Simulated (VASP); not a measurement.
A run of VASP 6.6.1 is set up as follows.

File INCAR:

```
SYSTEM = Pt
  ALGO = Fast
  EDIFF = 1E-6
  ENCUT = 520
  ISIF = 2
  ISMEAR = 0
  LASPH = .True.
  LCHARG = .True.
  LELF = .True.
  LREAL = .False.
  LVHAR = .True.
  LWAVE = .False.
  NBANDS = 11
  NELM = 60
  PREC = Accurate
  SIGMA = 0.15
```

KPOINTS

```
k-points
0
Gamma
  22 22 22
  0 0 0
```

The input POSCAR:

```
Pt
1.0
    0.0000000000      1.9049277004      2.1554256930
    1.9049277004      0.0000000000      2.1554256930
    1.9049277004      1.9049277004      0.0000000000
Pt
1
Direct
    0.0000000000      0.0000000000      0.0000000000
```

Potentials or basis: VASP PAW LDA potentials, release 64 (Pt).

Launch:

```sh
$ cat potpaw_LDA.64/Pt/POTCAR > POTCAR
$ mpirun -np 1 vasp_std > vasp.out
```

Question: Predict the pressure.

Answer: -12.6 GPa.

Question: Estimate the band gap on the k mesh.

Answer: Zero (bands 5 and 6 overlap by 2.58 eV).

Stress tensor (GPa, compression positive):
```
 -7.91   0.00   0.00
  0.00  -7.91   0.00
  0.00   0.00 -22.09
```

Caveat: the cell stands under tension; spin-orbit coupling is left out, which moves the levels of the heavy elements.
